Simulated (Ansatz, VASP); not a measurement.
# Two plane-wave programs on SrTe

```
CELL_PARAMETERS angstrom
0.00000 3.24002 3.24002
3.24002 0.00000 3.24002
3.24002 3.24002 0.00000
ATOMIC_POSITIONS crystal
Sr 0.00000 0.00000 0.00000
Te 0.50000 0.50000 0.50000
```

Change from the starting cell: volume scaled by 0.9, PAW files.

Alike in both runs: task single point; functional PBEsol; k mesh 7 × 7 × 7; occupations fermi-dirac, width 0.03 eV; no spin polarisation.

```csv
,VASP,Ansatz
version,VASP 6.6.1,Ansatz 0.2.0
potentials or method,"VASP PAW PBE potentials, release 64 (Sr_sv, Te)","PAW with Ansatz's default frozen-core files, scalar-relativistic"
plane-wave cutoff (eV),500,420
valence electrons in the cell,16,26
```

```csv
,VASP,Ansatz,Ansatz less VASP
gap on the k mesh at the Fermi level (eV),1.42,1.46,+0.033
pressure (GPa),2.5,2.3,-0.16
```

VASP's potentials were made for PBE, not for PBEsol. VASP's potentials hold 16 valence electrons a cell and Ansatz's 26, so a difference there can come from the potentials and not from the codes.

Spin-orbit coupling is off throughout.
